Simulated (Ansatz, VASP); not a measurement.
# Two plane-wave programs on MgO

```
Mg O
1.0
     3.48410    0.00000    0.00000
    -1.74205    3.01732    0.00000
     0.00000    0.00000    4.18569
Mg O
2 2
Direct
  0.66667 0.33333 0.75000
  0.33333 0.66667 0.25000
  0.65518 0.31037 0.23278
  0.33333 0.66667 0.75000
```

Alike in both runs: task single point; functional r2SCAN; k mesh 6 × 6 × 6; occupations gaussian, width 0.05 eV; no spin polarisation.

|  | VASP | Ansatz |
| --- | --- | --- |
| version | VASP 6.6.1 | Ansatz 0.2.0 |
| potentials or method | VASP PAW PBE potentials, release 64 (Mg, O), cutoff 520 eV | scalar-relativistic, plane waves, PAW |
| valence electrons in the cell | 16 | 32 |

|  | VASP | Ansatz | Ansatz less VASP |
| --- | --- | --- | --- |
| gap on the k mesh at the Fermi level (eV) | 4.07 | 4.08 | +0.014 |
| least direct gap on the mesh (eV) | 4.07 | 4.08 | +0.014 |
| pressure (GPa) | -0.3 | 0.5 | +0.79 |
| traceless stress, the component that is largest in VASP (GPa) | -2.51 | -2.56 | -0.050 |
| rms of the force components (eV/Å) | 0.421 | 0.417 | -0.0046 |

VASP's potentials were made for PBE, not for r2SCAN. Atom by atom the forces differ by 0.005 eV/Å (rms over components). With one functional, cell and mesh, what is left measures potentials, basis and numerics. VASP's potentials hold 16 valence electrons a cell and Ansatz's 32, so a difference there can come from the potentials and not from the codes.
